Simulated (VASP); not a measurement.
# KBr (Fm-3m) in VASP: a series of runs

The runs below take KBr through single point, with PBE.

Program: VASP 6.6.1. These are calculated values, not measurements. Logs are shortened: lines on timing, memory, paths and dates and some standing lists are left out, and cuts for length are marked.

## 1. The cell of the first run

The structure is cubic, space group Fm-3m (No. 225). Conventional cell: a = 6.473 Å, b = 6.473 Å, c = 6.473 Å, α = 90.00°, β = 90.00°, γ = 90.00°. K (site symmetry m-3m) has 6 Br at 3.24 Å within 4.3 Å. Br (site symmetry m-3m) has 6 K at 3.24 Å within 4.3 Å.

## 2. Single point, PBE (volume scaled by 0.95)

File INCAR:

```
SYSTEM = KBr
PREC = Accurate
ENCUT = 520
EDIFF = 1E-6
ISMEAR = -1
SIGMA = 0.01
LREAL = .FALSE.
LASPH = .TRUE.
NELM = 80
ALGO = Normal
ISIF = 2
LWAVE = .FALSE.
LCHARG = .FALSE.
GGA = PE
NBANDS = 15
```

File KPOINTS:

```
regular mesh
0
G
  7 7 7
  0 0 0
```

File POSCAR:

```
KBr
1.0
    0.0000000000      3.2366841324      3.2366841324
    3.2366841324      0.0000000000      3.2366841324
    3.2366841324      3.2366841324      0.0000000000
K Br
1 1
Direct
    0.0000000000      0.0000000000      0.0000000000
    0.5000000000      0.5000000000      0.5000000000
```

Potentials or basis: VASP PAW PBE potentials, release 64 (K_sv, Br).

Launch:

```sh
cat potpaw_PBE.64/K_sv/POTCAR potpaw_PBE.64/Br/POTCAR > POTCAR
mpirun -np 1 vasp_std > vasp.out
```

OUTCAR:

```text
SYSTEM = KBr
   PREC = Accurate
   ENCUT = 520
   EDIFF = 1E-6
   ISMEAR = -1
   LREAL = .FALSE.
   LASPH = .TRUE.
   NELM = 80
   ISIF = 2
   GGA = PE

 ion  position               nearest neighbor table
   1  0.000  0.000  0.000-   2 3.24   2 3.24   2 3.24   2 3.24   2 3.24   2 3.24
   2  0.500  0.500  0.500-   1 3.24   1 3.24   1 3.24   1 3.24   1 3.24   1 3.24

  LATTYP: Found a face centered cubic cell.
 ALAT       =     6.4733682648

  Lattice vectors:

 A1 = (   0.0000000000,   3.2366841324,   3.2366841324)
 A2 = (   3.2366841324,   0.0000000000,   3.2366841324)
 A3 = (   3.2366841324,   3.2366841324,   0.0000000000)

Analysis of symmetry for initial positions (statically):
=====================================================================
 Subroutine PRICEL returns:
 Original cell was already a primitive cell.

 Routine SETGRP: Setting up the symmetry group for a
 face centered cubic supercell.

 Subroutine GETGRP returns: Found 48 space group operations
 (whereof 48 operations were pure point group operations)
 out of a pool of 48 trial point group operations.

The static configuration has the point symmetry O_h .

Analysis of symmetry for dynamics (positions and initial velocities):
=====================================================================
 Subroutine PRICEL returns:
 Original cell was already a primitive cell.

 Routine SETGRP: Setting up the symmetry group for a
 face centered cubic supercell.

 Subroutine GETGRP returns: Found 48 space group operations
 (whereof 48 operations were pure point group operations)
 out of a pool of 48 trial point group operations.

The dynamic configuration has the point symmetry O_h .

 Subroutine INISYM returns: Found 48 space group operations
 (whereof 48 operations are pure point group operations),
 and found     1 'primitive' translations

----------------------------------------------------------------------------------------

                                     Primitive cell

  volume of cell :      67.8158

  direct lattice vectors                    reciprocal lattice vectors
     0.000000000  3.236684132  3.236684132    -0.154479084  0.154479084  0.154479084
     3.236684132  0.000000000  3.236684132     0.154479084 -0.154479084  0.154479084
     3.236684132  3.236684132  0.000000000     0.154479084  0.154479084 -0.154479084

  length of vectors
     4.577362597  4.577362597  4.577362597     0.267565622  0.267565622  0.267565622

  position of ions in fractional coordinates (direct lattice)
     0.000000000  0.000000000  0.000000000
     0.500000000  0.500000000  0.500000000

  ion indices of the primitive-cell ions
   primitive index   ion index
                 1           1
                 2           2

----------------------------------------------------------------------------------------

 KPOINTS: regular mesh

Automatic generation of k-mesh.
 Grid dimensions read from file:
 generate k-points for:    7    7    7

 Generating k-lattice:

  Cartesian coordinates                     Fractional coordinates (reciprocal lattice)
    -0.022068441  0.022068441  0.022068441     0.142857143  0.000000000  0.000000000
     0.022068441 -0.022068441  0.022068441     0.000000000  0.142857143  0.000000000
     0.022068441  0.022068441 -0.022068441     0.000000000  0.000000000  0.142857143

  Length of vectors
     0.038223660  0.038223660  0.038223660

  Shift w.r.t. Gamma in fractional coordinates (k-lattice)
     0.000000000  0.000000000  0.000000000

 Subroutine IBZKPT returns following result:
 ===========================================

 Found     20 irreducible k-points:

 Following reciprocal coordinates:
            Coordinates               Weight
  0.000000  0.000000  0.000000      1.000000
  0.142857  0.000000  0.000000      8.000000
  0.285714  0.000000  0.000000      8.000000
  0.428571  0.000000  0.000000      8.000000
  0.142857  0.142857  0.000000      6.000000
  0.285714  0.142857  0.000000     24.000000
[... 12 lines left out ...]
 -0.428571  0.428571  0.142857     24.000000
 -0.285714  0.428571  0.142857     24.000000
   k-points           NKPTS =     20   k-points in BZ     NKDIM =     20   number of bands    NBANDS=     15
   number of dos      NEDOS =    301   number of ions     NIONS =      2
   total plane-waves  NPLWV =  46656
   dimension x,y,z NGX =    36 NGY =   36 NGZ =   36
   dimension x,y,z NGXF=    72 NGYF=   72 NGZF=   72
   ions per type =               1   1
   NGX,Y,Z   is equivalent  to a cutoff of  13.07, 13.07, 13.07 a.u.
   NGXF,Y,Z  is equivalent  to a cutoff of  26.15, 26.15, 26.15 a.u.
 SYSTEM =  KBr
   PREC   = accura    normal or accurate (medium, high low for compatibility)
   ISTART =      0    job   : 0-new  1-cont  2-samecut
   ICHARG =      2    charge: 1-file 2-atom 10-const
   ISPIN  =      1    spin polarized calculation?
   LNONCOLLINEAR =      F non collinear calculations
   LSORBIT =      F    spin-orbit coupling
   LASPH  =      T    aspherical Exc in radial PAW
   ENCUT  =  520.0 eV  38.22 Ry    6.18 a.u.   8.51  8.51  8.51*2*pi/ulx,y,z
   NELM   =     80;   NELMIN=  2; NELMDL= -5     # of ELM steps
   EDIFF  = 0.1E-05   stopping-criterion for ELM
   LREAL  =      F    real-space projection
   EDIFFG = 0.1E-04   stopping-criterion for IOM
   NSW    =      0    number of steps for IOM
   IBRION =     -1    ionic relax: 0-MD 1-quasi-New 2-CG
   NFREE  =      0    steps in history (QN), initial steepest desc. (CG)
   ISIF   =      2    stress and relaxation
   ISYM   =      2    0-nonsym 1-usesym 2-fastsym
   POTIM  = 0.5000    time-step for ionic-motion
   TEBEG  =    0.0;   TEEND  =   0.0 temperature during run
   PSTRESS=    0.0 pullay stress
   NELECT =      16.0000    total number of electrons
   NUPDOWN=      -1.0000    fix difference up-down
   EMIN   =  10.00;   EMAX   =-10.00  energy-range for DOS
   EFERMI =   0.00;   METHOD = LEGACY
   ISMEAR =    -1;   SIGMA  =   0.01  broadening in eV -4-tet -1-fermi 0-gaus
   EFERMI_NEDOS =   21; number of points for ismear=-14 and -15
   IALGO  =     38    algorithm
   IMIX   =      4    mixing-type and parameters
     AMIX     =   0.40;   BMIX     =  1.00
     AMIX_MAG =   1.60;   BMIX_MAG =  1.00
  volume/ion in A,a.u.               =      33.91       228.82
  Fermi-wavevector in a.u.,A,eV,Ry     =   1.011590  1.911628 13.923035  1.023314
  Thomas-Fermi vector in A             =   2.144649
   LORBIT       =      0    0 simple, 1 ext, 2 COOP (PROOUT), +10 PAW based schemes
   GGA     = PE    functional components
   LHFCALC =     F    Hartree Fock is set to
   AEXX    =    0.0000 exact exchange contribution
   IVDW    =     0    specifies the selected vdW correction
   LEPSILON=     F    determine dielectric tensor
   LRPA    =     F    only Hartree local field effects (RPA)
 non-spin polarized calculation
  energy-cutoff  :      520.00
  volume of cell :       67.82
 maximum number of plane-waves:      1841
 NGX is ok and might be reduce to    36
   NGX = 17   NGY = 17   NGZ = 17

 number of electron      16.0000002 magnetization

 Free energy of the ion-electron system (eV)
  ---------------------------------------------------
  ext. energy  EPLUGINS =         0.00000000
  ---------------------------------------------------
  free energy    TOTEN  =        -6.18199298 eV

  energy without entropy =       -6.18199298  energy(sigma->0) =       -6.18199298

 E-fermi :  -1.2630     XC(G=0):  -7.6059

 val. band max:       -1.4989444554   @ k =   0.0000   0.0000   0.0000
 cond. band min:       3.0966372040   @ k =   0.0000   0.0000   0.0000
 fundamental gap:      4.5955816594
 Fermi energy:        -1.2629894644

 k-point     1 :       0.0000    0.0000    0.0000
  band No.  band energies     occupation
      1     -29.1612      2.00000
      2     -13.8665      2.00000
      3     -12.6434      2.00000
      4     -12.6434      2.00000
      5     -12.6434      2.00000
      6      -1.4989      2.00000
      7      -1.4989      2.00000
      8      -1.4989      2.00000
      9       3.0966      0.00000
     10       6.1104      0.00000
     11       6.1104      0.00000
     12       6.1104      0.00000
     13       6.9713      0.00000
     14       6.9713      0.00000
     15      10.2497      0.00000

 k-point     2 :       0.1429    0.0000    0.0000
  band No.  band energies     occupation
      1     -29.1598      2.00000
      2     -13.9094      2.00000
      3     -12.6446      2.00000
      4     -12.6446      2.00000
      5     -12.5847      2.00000
      6      -1.8113      2.00000
      7      -1.5768      2.00000
      8      -1.5768      2.00000
      9       3.6258      0.00000
     10       5.9993      0.00000
     11       6.3653      0.00000
     12       6.3653      0.00000
     13       7.2636      0.00000
     14       7.2636      0.00000
     15      10.9922      0.00000

 k-point     3 :       0.2857    0.0000    0.0000
  band No.  band energies     occupation
      1     -29.1565      2.00000
      2     -13.9944      2.00000
      3     -12.6473      2.00000
      4     -12.6473      2.00000
      5     -12.4633      2.00000
      6      -2.3751      2.00000
      7      -1.7416      2.00000
      8      -1.7416      2.00000
      9       4.6251      0.00000
     10       6.1530      0.00000
     11       7.0657      0.00000
     12       7.0657      0.00000
     13       8.0478      0.00000
     14       8.0478      0.00000
     15      10.7143      0.00000
[... 271 lines left out ...]
 k-point    19 :      -0.4286    0.4286    0.1429
  band No.  band energies     occupation
      1     -29.1516      2.00000
      2     -13.8469      2.00000
      3     -12.7215      2.00000
      4     -12.6995      2.00000
      5     -12.5794      2.00000
      6      -2.3431      2.00000
      7      -1.9520      2.00000
      8      -1.9292      2.00000
      9       4.9383      0.00000
     10       6.3341      0.00000
     11       7.2898      0.00000
     12       8.3025      0.00000
     13       8.4318      0.00000
     14       9.3035      0.00000
     15       9.8830      0.00000

 k-point    20 :      -0.2857    0.4286    0.1429
  band No.  band energies     occupation
      1     -29.1514      2.00000
      2     -13.8771      2.00000
      3     -12.7284      2.00000
      4     -12.6982      2.00000
      5     -12.5297      2.00000
      6      -2.2403      2.00000
      7      -2.1756      2.00000
      8      -1.9625      2.00000
      9       5.5957      0.00000
     10       6.3833      0.00000
     11       7.0721      0.00000
     12       7.7817      0.00000
     13       9.1688      0.00000
     14       9.1921      0.00000
     15      10.1055      0.00000

------------------------ aborting loop because EDIFF is reached ----------------------------------------

  FORCE on cell =-STRESS in cart. coord.  units (eV):
  Direction    XX          YY          ZZ          XY          YZ          ZX
  --------------------------------------------------------------------------------------
  -------------------------------------------------------------------------------------
  Total        0.7979321      0.7979321      0.7979321      0.0000000     -0.0000000     -0.0000000
  in kB       18.8514856     18.8514856     18.8514856      0.0000000     -0.0000000     -0.0000000
  external PRESSURE =      18.8514856 kB  Pullay stress =       0.0000000 kB

 VOLUME and BASIS-vectors are now :
 -----------------------------------------------------------------------------
  energy-cutoff  :      520.00
  volume of cell :       67.82
      direct lattice vectors                 reciprocal lattice vectors
     0.000000000  3.236684132  3.236684132    -0.154479084  0.154479084  0.154479084
     3.236684132  0.000000000  3.236684132     0.154479084 -0.154479084  0.154479084
     3.236684132  3.236684132  0.000000000     0.154479084  0.154479084 -0.154479084

 POSITION                                       TOTAL-FORCE (eV/Angst)
 -----------------------------------------------------------------------------------
      0.00000      0.00000      0.00000        -0.000000     -0.000000     -0.000000
      3.23668      3.23668      3.23668         0.000000      0.000000      0.000000
 -----------------------------------------------------------------------------------
    total drift:                                0.000000      0.000000      0.000000

  FREE ENERGIE OF THE ION-ELECTRON SYSTEM (eV)
  ---------------------------------------------------
  free  energy   TOTEN  =        -6.1819929847 eV

  energy  without entropy=       -6.1819929847  energy(sigma->0) =       -6.18199298
```

Wall time 16 s (1 thread of Intel Xeon 6975P-C (Granite Rapids), shared host); peak memory 0.2 GiB.

What came out:

* Free energy: -6.1820 eV
* Pressure: 1.9 GPa
* Band gap on the k mesh: 4.60 eV, direct

## 3. Single point, PBE (volume scaled by 0.975)

File INCAR:

```
SYSTEM = KBr
ALGO = Normal
EDIFF = 1E-6
ENCUT = 520
GGA = PE
ISIF = 2
ISMEAR = -1
LASPH = .True.
LCHARG = .False.
LREAL = .False.
LWAVE = .False.
NBANDS = 15
NELM = 60
PREC = Accurate
SIGMA = 0.01
```

File KPOINTS:

```
k-points
0
Gamma
  7 7 7
  0 0 0
```

File POSCAR:

```
KBr
1.0
    0.0000000000      3.2648306246      3.2648306246
    3.2648306246      0.0000000000      3.2648306246
    3.2648306246      3.2648306246      0.0000000000
K Br
1 1
Direct
    0.0000000000      0.0000000000      0.0000000000
    0.5000000000      0.5000000000      0.5000000000
```

Potentials or basis: VASP PAW PBE potentials, release 64 (K_sv, Br).

Launch:

```sh
cat potpaw_PBE.64/K_sv/POTCAR potpaw_PBE.64/Br/POTCAR > POTCAR
mpirun -np 1 vasp_std > vasp.out
```

Run time: 18 s. Hardware: 1 thread of Intel Xeon 6975P-C (Granite Rapids), shared host; peak memory 0.2 GiB.

It converged, with:

```yaml
Free_energy: -6.2001 eV
Pressure: 1.3 GPa
Band_gap_on_the_k_mesh: 4.52 eV, direct
```

Levels at points of the mesh, in eV from the valence-band top:
| k point | band 5 | band 6 | band 7 | band 8 | band 9 | band 10 | band 11 | band 12 |
| --- | --- | --- | --- | --- | --- | --- | --- | --- |
| (0.00, 0.00, 0.00) | -11.19 | 0.00 | 0.00 | 0.00 | 4.52 | 7.61 | 7.61 | 7.61 |

## 4. Single point, PBE (volume scaled by 1.025)

File INCAR:

```
SYSTEM = KBr
ALGO = Normal ; EDIFF = 1E-6
ENCUT = 520 ; GGA = PE
ISIF = 2 ; ISMEAR = -1
LASPH = .TRUE. ; LCHARG = .FALSE.
LREAL = .FALSE. ; LWAVE = .FALSE.
NBANDS = 15 ; NELM = 100
PREC = Accurate ; SIGMA = 0.01
```

File KPOINTS:

```
k-points
0
G
  7 7 7
  0 0 0
```

File POSCAR:

```
KBr
1.0
    0.0000000000      3.3197119778      3.3197119778
    3.3197119778      0.0000000000      3.3197119778
    3.3197119778      3.3197119778      0.0000000000
K Br
1 1
Direct
    0.0000000000      0.0000000000      0.0000000000
    0.5000000000      0.5000000000      0.5000000000
```

Launch:

```sh
cat potpaw_PBE.64/K_sv/POTCAR potpaw_PBE.64/Br/POTCAR > POTCAR
mpirun -np 1 vasp_std > vasp.out
```

Wall time 12 s (1 thread of Intel Xeon 6975P-C (Granite Rapids), shared host); peak memory 0.2 GiB.

It converged, with:

```
Free energy            : -6.2201 eV
Pressure               : 0.5 GPa
Band gap on the k mesh : 4.39 eV, direct
```

Levels at points of the mesh, in eV from the valence-band top:
| k point | band 5 | band 6 | band 7 | band 8 | band 9 | band 10 | band 11 | band 12 |
| --- | --- | --- | --- | --- | --- | --- | --- | --- |
| (0.00, 0.00, 0.00) | -11.30 | 0.00 | 0.00 | 0.00 | 4.39 | 7.60 | 7.60 | 7.60 |

 A k mesh can miss the band edges.

## 5. Overview

```csv
cell,gap on the mesh (eV),pressure (GPa)
"a = 4.577 Å, angles 60.0°, 2 atoms",4.60,1.9
"a = 4.617 Å, angles 60.0°, 2 atoms",4.52,1.3
"a = 4.695 Å, angles 60.0°, 2 atoms",4.39,0.5
```

Alike in all rows: task single point; level PBE; potentials or basis VASP PAW PBE potentials, release 64 (K_sv, Br); no spin polarisation; k mesh 7 × 7 × 7; cutoff (eV) 520; smearing fermi-dirac 0.01 eV.

Absolute energies hang on the potentials; compare differences alone.
